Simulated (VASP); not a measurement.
# AlGa2N3 (I-4m2) in VASP: single point with PBE

Aim: the single point of AlGa2N3 with PBE.

Everything below comes from runs of VASP 6.6.1. Logs are shortened: lines on timing, memory, paths and dates and some standing lists are left out, and cuts for length are marked.

### Step 1. The cell of the first run

It takes space group I-4m2 (No. 119, tetragonal). Conventional cell: a = 3.286 Å, b = 3.286 Å, c = 13.915 Å, α = 90.00°, β = 90.00°, γ = 90.00°. Al (site symmetry -4m2) has 4 N at 1.97 Å within 2.6 Å. Within 2.7 Å of Ga (site symmetry 2mm) lie 4 N at 2.03 Å. Within 2.6 Å of N (site symmetry 2mm) lie 2 Al at 1.97 Å and 2 Ga at 2.03 Å. N (site symmetry -4m2) has 4 Ga at 2.03 Å within 2.7 Å.

### Step 2. Single point, PBE (volume scaled by 1.10, then relaxed in part)

The input, INCAR:

```
PREC = Accurate
ENCUT = 520
EDIFF = 1E-6
ISMEAR = 0
SIGMA = 0.02
LREAL = F
LASPH = T
NELM = 80
ALGO = Normal
ISIF = 2
LWAVE = F
LCHARG = F
GGA = PE
NBANDS = 31
```

The input, KPOINTS:

```
regular mesh
0
Gamma
  12 12 12
```

The input, POSCAR:

```
AlGa2N3
1.0
   -1.6431933572      1.6431933572      6.9577035554
    1.6431933572     -1.6431933572      6.9577035554
    1.6431933572      1.6431933572     -6.9577035554
Al Ga N
1 2 3
Direct
    0.5000000000      0.5000000000      0.0000000000
    0.8353145493      0.8353145493      0.0000000000
    0.1646854507      0.1646854507      0.0000000000
    0.4215474519      0.9215474519      0.5000000000
    0.0784525481      0.5784525481      0.5000000000
    0.7500000000      0.2500000000      0.5000000000
```

Potentials or basis: VASP PAW PBE potentials, release 64 (Al, Ga_d, N).

Launch:

```sh
cat potpaw_PBE.64/Al/POTCAR potpaw_PBE.64/Ga_d/POTCAR potpaw_PBE.64/N/POTCAR > POTCAR
mpirun -np 1 vasp_std > vasp.out
```

OUTCAR:

```text
PREC = Accurate
   ENCUT = 520
   EDIFF = 1E-6
   ISMEAR = 0
   LREAL = F
   LASPH = T
   NELM = 80
   ISIF = 2
   GGA = PE

 ion  position               nearest neighbor table
   1  0.500  0.500  0.000-   5 1.97   4 1.97   5 1.97   4 1.97
   2  0.835  0.835  0.000-   6 2.03   6 2.03   4 2.03   4 2.03
   3  0.165  0.165  0.000-   6 2.03   6 2.03   5 2.03   5 2.03
   4  0.422  0.922  0.500-   1 1.97   1 1.97   2 2.03   2 2.03
   5  0.078  0.578  0.500-   1 1.97   1 1.97   3 2.03   3 2.03
   6  0.750  0.250  0.500-   3 2.03   2 2.03   2 2.03   3 2.03

  LATTYP: Found a body centered tetragonal cell.
 ALAT       =     3.2863867144
 C/A-ratio  =     4.2342573532

  Lattice vectors:

 A1 = (  -1.6431933572,   1.6431933572,   6.9577035554)
 A2 = (   1.6431933572,  -1.6431933572,   6.9577035554)
 A3 = (   1.6431933572,   1.6431933572,  -6.9577035554)

Analysis of symmetry for initial positions (statically):
=====================================================================
 Subroutine PRICEL returns:
 Original cell was already a primitive cell.

 Routine SETGRP: Setting up the symmetry group for a
 body centered tetragonal supercell.

 Subroutine GETGRP returns: Found  8 space group operations
 (whereof  8 operations were pure point group operations)
 out of a pool of 16 trial point group operations.

The static configuration has the point symmetry D_2d.

Analysis of symmetry for dynamics (positions and initial velocities):
=====================================================================
 Subroutine PRICEL returns:
 Original cell was already a primitive cell.

 Routine SETGRP: Setting up the symmetry group for a
 body centered tetragonal supercell.

 Subroutine GETGRP returns: Found  8 space group operations
 (whereof  8 operations were pure point group operations)
 out of a pool of 16 trial point group operations.

The dynamic configuration has the point symmetry D_2d.

 Subroutine INISYM returns: Found  8 space group operations
 (whereof  8 operations are pure point group operations),
 and found     1 'primitive' translations

----------------------------------------------------------------------------------------

                                     Primitive cell

  volume of cell :      75.1455

  direct lattice vectors                    reciprocal lattice vectors
    -1.643193357  1.643193357  6.957703555     0.000000000  0.304285553  0.071862792
     1.643193357 -1.643193357  6.957703555     0.304285553  0.000000000  0.071862792
     1.643193357  1.643193357 -6.957703555     0.304285553  0.304285553  0.000000000

  length of vectors
     7.335516859  7.335516859  7.335516859     0.312656295  0.312656295  0.430324756

  position of ions in fractional coordinates (direct lattice)
     0.500000000  0.500000000  0.000000000
     0.835314549  0.835314549  0.000000000
     0.164685451  0.164685451  0.000000000
     0.421547452  0.921547452  0.500000000
     0.078452548  0.578452548  0.500000000
     0.750000000  0.250000000  0.500000000

  ion indices of the primitive-cell ions
   primitive index   ion index
                 1           1
                 2           2
                 3           3
                 4           4
                 5           5
                 6           6

----------------------------------------------------------------------------------------

 KPOINTS: regular mesh

Automatic generation of k-mesh.
 Grid dimensions read from file:
 generate k-points for:   12   12   12

 Generating k-lattice:

  Cartesian coordinates                     Fractional coordinates (reciprocal lattice)
     0.000000000  0.025357129  0.005988566     0.083333333  0.000000000 -0.000000000
     0.025357129  0.000000000  0.005988566     0.000000000  0.083333333 -0.000000000
     0.025357129  0.025357129  0.000000000     0.000000000  0.000000000  0.083333333

  Length of vectors
     0.026054691  0.026054691  0.035860396

  Shift w.r.t. Gamma in fractional coordinates (k-lattice)
     0.000000000  0.000000000  0.000000000

 Subroutine IBZKPT returns following result:
 ===========================================

 Found    163 irreducible k-points:

 Following reciprocal coordinates:
            Coordinates               Weight
  0.000000  0.000000  0.000000      1.000000
  0.083333  0.000000 -0.000000      8.000000
  0.166667  0.000000  0.000000      8.000000
  0.250000  0.000000 -0.000000      8.000000
  0.333333 -0.000000  0.000000      8.000000
  0.416667  0.000000 -0.000000      8.000000
[... 16 lines left out ...]
  0.500000  0.166667  0.000000     16.000000
 -0.416667  0.166667  0.000000     16.000000
 [... further k-points ...]
   k-points           NKPTS =    163   k-points in BZ     NKDIM =    163   number of bands    NBANDS=     31
   number of dos      NEDOS =    301   number of ions     NIONS =      6
   total plane-waves  NPLWV = 175616
   dimension x,y,z NGX =    56 NGY =   56 NGZ =   56
   dimension x,y,z NGXF=   112 NGYF=  112 NGZF=  112
   ions per type =               1   2   3
   NGX,Y,Z   is equivalent  to a cutoff of  12.69, 12.69, 12.69 a.u.
   NGXF,Y,Z  is equivalent  to a cutoff of  25.38, 25.38, 25.38 a.u.
 SYSTEM =  unknown system
   PREC   = accura    normal or accurate (medium, high low for compatibility)
   ISTART =      0    job   : 0-new  1-cont  2-samecut
   ICHARG =      2    charge: 1-file 2-atom 10-const
   ISPIN  =      1    spin polarized calculation?
   LNONCOLLINEAR =      F non collinear calculations
   LSORBIT =      F    spin-orbit coupling
   LASPH  =      T    aspherical Exc in radial PAW
   ENCUT  =  520.0 eV  38.22 Ry    6.18 a.u.  13.64 13.64 13.64*2*pi/ulx,y,z
   NELM   =     80;   NELMIN=  2; NELMDL= -5     # of ELM steps
   EDIFF  = 0.1E-05   stopping-criterion for ELM
   LREAL  =      F    real-space projection
   EDIFFG = 0.1E-04   stopping-criterion for IOM
   NSW    =      0    number of steps for IOM
   IBRION =     -1    ionic relax: 0-MD 1-quasi-New 2-CG
   NFREE  =      0    steps in history (QN), initial steepest desc. (CG)
   ISIF   =      2    stress and relaxation
   ISYM   =      2    0-nonsym 1-usesym 2-fastsym
   POTIM  = 0.5000    time-step for ionic-motion
   TEBEG  =    0.0;   TEEND  =   0.0 temperature during run
   PSTRESS=    0.0 pullay stress
   NELECT =      44.0000    total number of electrons
   NUPDOWN=      -1.0000    fix difference up-down
   EMIN   =  10.00;   EMAX   =-10.00  energy-range for DOS
   EFERMI =   0.00;   METHOD = LEGACY
   ISMEAR =     0;   SIGMA  =   0.02  broadening in eV -4-tet -1-fermi 0-gaus
   EFERMI_NEDOS =   21; number of points for ismear=-14 and -15
   IALGO  =     38    algorithm
   IMIX   =      4    mixing-type and parameters
     AMIX     =   0.40;   BMIX     =  1.00
     AMIX_MAG =   1.60;   BMIX_MAG =  1.00
  volume/ion in A,a.u.               =      12.52        84.52
  Fermi-wavevector in a.u.,A,eV,Ry     =   1.369592  2.588154 25.521578  1.875783
  Thomas-Fermi vector in A             =   2.495454
   LORBIT       =      0    0 simple, 1 ext, 2 COOP (PROOUT), +10 PAW based schemes
   GGA     = PE    functional components
   LHFCALC =     F    Hartree Fock is set to
   AEXX    =    0.0000 exact exchange contribution
   IVDW    =     0    specifies the selected vdW correction
   LEPSILON=     F    determine dielectric tensor
   LRPA    =     F    only Hartree local field effects (RPA)
 non-spin polarized calculation
 Gauss-broadening in eV      SIGMA  =   0.02
  energy-cutoff  :      520.00
  volume of cell :       75.15
 maximum number of plane-waves:      2050
   NGX = 27   NGY = 27   NGZ = 27

 number of electron      43.9999995 magnetization

 Free energy of the ion-electron system (eV)
  ---------------------------------------------------
  ext. energy  EPLUGINS =         0.00000000
  ---------------------------------------------------
  free energy    TOTEN  =       -38.81961233 eV

  energy without entropy =      -38.81961233  energy(sigma->0) =      -38.81961233

 E-fermi :   4.4796     XC(G=0): -10.8470

 val. band max:        4.3424509685   @ k =   0.0000   0.0000   0.0000
 cond. band min:       5.9439557656   @ k =   0.0000   0.0000   0.0000
 fundamental gap:      1.6015047971
 Fermi energy:         4.4796301241

 k-point     1 :       0.0000    0.0000    0.0000
  band No.  band energies     occupation
      1     -10.4541      2.00000
      2      -9.9415      2.00000
      3      -9.4810      2.00000
      4      -8.8503      2.00000
      5      -8.8503      2.00000
      6      -8.7959      2.00000
[... 23 lines left out ...]
     30      14.4644      0.00000
     31      14.7661      0.00000

 k-point     2 :       0.0833    0.0000   -0.0000
  band No.  band energies     occupation
      1     -10.4088      2.00000
      2      -9.9364      2.00000
      3      -9.4817      2.00000
      4      -8.8486      2.00000
      5      -8.8401      2.00000
      6      -8.7989      2.00000
[... 23 lines left out ...]
     30      14.5355      0.00000
     31      14.6619      0.00000

 k-point     3 :       0.1667    0.0000    0.0000
  band No.  band energies     occupation
      1     -10.2875      2.00000
      2      -9.9191      2.00000
      3      -9.4856      2.00000
      4      -8.8439      2.00000
      5      -8.8160      2.00000
      6      -8.8015      2.00000
[... 23 lines left out ...]
     30      14.5591      0.00000
     31      14.5719      0.00000

 k-point     4 :       0.2500    0.0000   -0.0000
  band No.  band energies     occupation
      1     -10.1402      2.00000
      2      -9.8800      2.00000
      3      -9.4936      2.00000
      4      -8.8371      2.00000
      5      -8.8339      2.00000
      6      -8.7687      2.00000
[... 635 lines left out ...]
     30      14.0055      0.00000
     31      14.4525      0.00000

 k-point    23 :       0.5000    0.1667    0.0000
  band No.  band energies     occupation
      1      -9.9735      2.00000
      2      -9.6586      2.00000
      3      -9.4867      2.00000
      4      -8.8163      2.00000
      5      -8.8129      2.00000
      6      -8.7964      2.00000
[... 23 lines left out ...]
     30      14.0638      0.00000
     31      14.4881      0.00000

 k-point    24 :      -0.4167    0.1667    0.0000
  band No.  band energies     occupation
      1      -9.9792      2.00000
      2      -9.6766      2.00000
      3      -9.4910      2.00000
      4      -8.8183      2.00000
      5      -8.8140      2.00000
      6      -8.7939      2.00000
[... 23 lines left out ...]
     30      14.0854      0.00000
     31      14.5656      0.00000

 [... further k-points ...]
[... 5 lines left out ...]
  --------------------------------------------------------------------------------------
  -------------------------------------------------------------------------------------
  Total       -6.5018395     -6.5018395     -6.4945536      0.0000000      0.0000000      0.0000000
  in kB     -138.6256430   -138.6256430   -138.4703011      0.0000000      0.0000000      0.0000000
  external PRESSURE =    -138.5738624 kB  Pullay stress =       0.0000000 kB

 VOLUME and BASIS-vectors are now :
 -----------------------------------------------------------------------------
  energy-cutoff  :      520.00
  volume of cell :       75.15
      direct lattice vectors                 reciprocal lattice vectors
    -1.643193357  1.643193357  6.957703555     0.000000000  0.304285553  0.071862792
     1.643193357 -1.643193357  6.957703555     0.304285553  0.000000000  0.071862792
     1.643193357  1.643193357 -6.957703555     0.304285553  0.304285553  0.000000000

 POSITION                                       TOTAL-FORCE (eV/Angst)
 -----------------------------------------------------------------------------------
      0.00000      0.00000      6.95770         0.000000     -0.000000      0.000000
      0.00000      0.00000     11.62374        -0.000000      0.000000     -0.005627
      0.00000      0.00000      2.29167        -0.000000      0.000000      0.005627
      1.64319      0.00000      5.86600         0.000000      0.000000      0.038064
      1.64319      0.00000      1.09170        -0.000000     -0.000000     -0.038064
     -0.00000      1.64319      3.47885         0.000000     -0.000000      0.000000
 -----------------------------------------------------------------------------------
    total drift:                                0.000001     -0.000001     -0.000000

  FREE ENERGIE OF THE ION-ELECTRON SYSTEM (eV)
  ---------------------------------------------------
  free  energy   TOTEN  =       -38.8196123323 eV

  energy  without entropy=      -38.8196123323  energy(sigma->0) =      -38.81961233
```

It took 33 min on 1 thread of Intel Xeon Platinum 8259CL at 2.50GHz (Skylake/Cascade Lake), shared host; peak memory 0.64 GiB.

What came out:

* Free energy: -38.8196 eV
* Pressure: -13.9 GPa
* Largest force: 0.038 eV/Å
* Band gap on the k mesh: 1.60 eV, direct

Forces in eV/Å, atoms in the order of the input:
```
Al   0.000  0.000  0.000
Ga   0.000  0.000 -0.006
Ga   0.000  0.000  0.006
N    0.000  0.000  0.038
N    0.000  0.000 -0.038
N    0.000  0.000  0.000
```
